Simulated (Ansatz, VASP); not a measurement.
**Two plane-wave programs on MnO**

The input INCAR:

```
ALGO     = Normal         # electronic algorithm
EDIFF    = 1E-7           # SCF threshold, eV
ENCUT    = 520            # plane-wave cutoff, eV
ISIF     = 2              # what is computed and relaxed
ISMEAR   = 0              # smearing method
ISPIN    = 2              # spin polarisation
LASPH    = True           # aspherical terms in the spheres
LCHARG   = False          # write CHGCAR
LMAXMIX  = 4              # l up to which the mixer works
LORBIT   = 11             # projections on sites
LREAL    = False          # projectors in reciprocal space
LWAVE    = False          # write WAVECAR
MAGMOM   = 5 -5 0 0       # initial moments
NBANDS   = 31             # bands
NELM     = 150            # most SCF steps
PREC     = Accurate       # precision mode
SIGMA    = 0.05           # smearing width, eV
```

Contents of KPOINTS:

```
k-points
0
Gamma
  14 14 7
```

The input POSCAR:

```
MnO
1.0
    0.0000000000      2.2220003343      2.2220003343
    2.2220003343      0.0000000000      2.2220003343
    4.4440006686      4.4440006686      0.0000000000
Mn O
2 2
Direct
    0.0000000000      0.0000000000      0.0000000000
    0.0000000000      0.0000000000      0.5000000000
    0.5000000000      0.5000000000      0.2500000000
    0.5000000000      0.5000000000      0.7500000000
```

Input for Ansatz:

```yaml
crystal:
  lattice:
    - [0.0, 2.2220003343, 2.2220003343]
    - [2.2220003343, 0.0, 2.2220003343]
    - [4.4440006686, 4.4440006686, 0.0]
  atoms:
    - { symbol: Mn, position: [0.0, 0.0, 0.0], spin: 5.0 }
    - { symbol: O, position: [0.5, 0.5, 0.25] }
    - { symbol: Mn, position: [0.0, 0.0, 0.5], spin: -5.0 }
    - { symbol: O, position: [0.5, 0.5, 0.75] }
basis:
  ecutwfc: 420
  ecutrho_ratio: 4
kpoints:
  mp_grid: { grid: [14, 14, 7] }
hamiltonian:
  xc: lda
scf:
  occupations: { method: gaussian, width: 0.05 }
output:
  forces: true
  stress: true
  eigenvalues: true
  populations: true
  write_density: true
  write_potential: true
  elf: true
  volumetric_format: npy
magnetization:
  spin_polarized: true
```

Alike in both runs: task single point; functional LDA; k mesh 14 × 14 × 7; occupations gaussian, width 0.05 eV; collinear spin.

|  | VASP | Ansatz |
| --- | --- | --- |
| version | VASP 6.6.1 | Ansatz 0.2.0 |
| potentials or method | VASP PAW LDA potentials, release 64 (Mn_pv, O), cutoff 520 eV | scalar-relativistic, plane waves, PAW |
| valence electrons in the cell | 38 | 42 |

```tsv
	VASP	Ansatz	Ansatz less VASP
gap on the k mesh at the Fermi level (eV)	0.77	0.76	-0.006
least direct gap on the mesh (eV)	0.91	1.02	+0.117
pressure (GPa)	-14.2	-14.1	+0.16
net moment per atom (μB)	0.00	0.00	0.000
size of the moment on the site where the two differ most (μB)	4.24	4.00	-0.240
```

LDA's correlation is that of Perdew and Zunger in VASP and of Perdew and Wang (1992) in Ansatz. Site moments also hang on the region over which each program counts them. VASP's potentials hold 38 valence electrons a cell and Ansatz's 42, so a difference there can come from the potentials and not from the codes.
